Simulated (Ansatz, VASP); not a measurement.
**One calculation of In3As, two programs**

```xyz
4
Lattice="4.7633 0.0000 0.0000 0.0000 4.7633 0.0000 0.0000 0.0000 4.7633" Properties=species:S:1:pos:R:3 pbc="T T T"
In    2.3817    2.3817    0.0000
In    2.3817    0.0000    2.3817
In    0.0000    2.3817    2.3817
As    0.0000    0.0000    0.0000
```

Change from the starting cell: volume scaled by 1.06.

Alike in both runs: task single point; functional LDA; k mesh 6 × 6 × 6; occupations fermi-dirac, width 0.05 eV; no spin polarisation.

|  | VASP | Ansatz |
| --- | --- | --- |
| version | VASP 6.6.1 | Ansatz 0.2.0 |
| potentials or method | VASP PAW LDA potentials, release 64 (In_d, As), cutoff 520 eV | all-electron LAPW, scalar-relativistic |

|  | VASP | Ansatz | Ansatz less VASP |
| --- | --- | --- | --- |
| gap on the k mesh at the Fermi level (eV) | none | none | - |
| pressure (GPa) | -5.6 | -5.6 | -0.02 |

LDA's correlation is that of Perdew and Zunger in VASP and of Perdew and Wang (1992) in Ansatz. A gap of «none» marks a metal or a gap that the smearing closes. Ansatz ran all-electron here, and VASP with PAW potentials.
